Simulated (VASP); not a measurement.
Input of a VASP 6.6.1 run:

INCAR

```
SYSTEM = Pt
PREC = Accurate
ENCUT = 520
EDIFF = 1E-6
ISMEAR = 0
SIGMA = 0.15
LREAL = .FALSE.
LASPH = .TRUE.
NELM = 150
ALGO = Fast
ISIF = 2
LWAVE = .FALSE.
LCHARG = .FALSE.
ISPIN = 2
MAGMOM = 0.5
LORBIT = 11
NUPDOWN = 0.5
LMAXMIX = 4
GGA = PS
NBANDS = 15
```

Contents of KPOINTS:

```
regular mesh
0
G
  22 22 22
  0 0 0
```

File POSCAR:

```
Pt
1.0
    0.0000000000      2.0160787243      2.0160787243
    2.0160787243      0.0000000000      2.0160787243
    2.0160787243      2.0160787243      0.0000000000
Pt
1
Direct
    0.0000000000      0.0000000000      0.0000000000
```

Potentials or basis: VASP PAW PBE potentials, release 64 (Pt).

The run is started by

```console
$ cat potpaw_PBE.64/Pt/POTCAR > POTCAR
$ mpirun -np 1 vasp_std > vasp.out
```

(1) Predict the pressure.

## Answers

(1) -18.9 GPa.

Caveat: the PAW data sets were made with another functional, which shifts forces and pressure a little; the total moment is fixed, so each spin has its own Fermi level.
